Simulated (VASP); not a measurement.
Here is a VASP 6.6.1 calculation.

File INCAR:

```
PREC = Accurate
ENCUT = 520
EDIFF = 1E-8
ISMEAR = 0
SIGMA = 0.01
LREAL = F
LASPH = T
NELM = 80
ALGO = Normal
ISIF = 2
LWAVE = F
LCHARG = F
GGA = PS
NBANDS = 15
IBRION = 8
NSW = 1
LEPSILON = T
```

File KPOINTS:

```
Automatic mesh
0
Gamma
  6 6 6
```

File POSCAR:

```
CaSe
1.0
    0.0000000000      2.9344504472      2.9344504472
    2.9344504472      0.0000000000      2.9344504472
    2.9344504472      2.9344504472      0.0000000000
Ca Se
1 1
Direct
    0.0000000000      0.0000000000      0.0000000000
    0.5000000000      0.5000000000      0.5000000000
```

Potentials or basis: VASP PAW PBE potentials, release 64 (Ca_sv, Se).

Command:

```console
$ cat potpaw_PBE.64/Ca_sv/POTCAR potpaw_PBE.64/Se/POTCAR > POTCAR
$ mpirun -np 1 vasp_std > vasp.out
```

What does it give for the electronic dielectric tensor (diagonal)?

6.00.

Predict the Born charges (mean of the diagonal).

Ca +2.39; Se -2.39 e.

Predict the highest phonon frequency at Γ, LO-TO splitting left out.

183 cm⁻¹.

Phonon frequencies in cm⁻¹ (negative: imaginary):
| q point | frequencies |
| --- | --- |
| (0.000, 0.000, 0.000) | 0 0 0 183 183 183 |
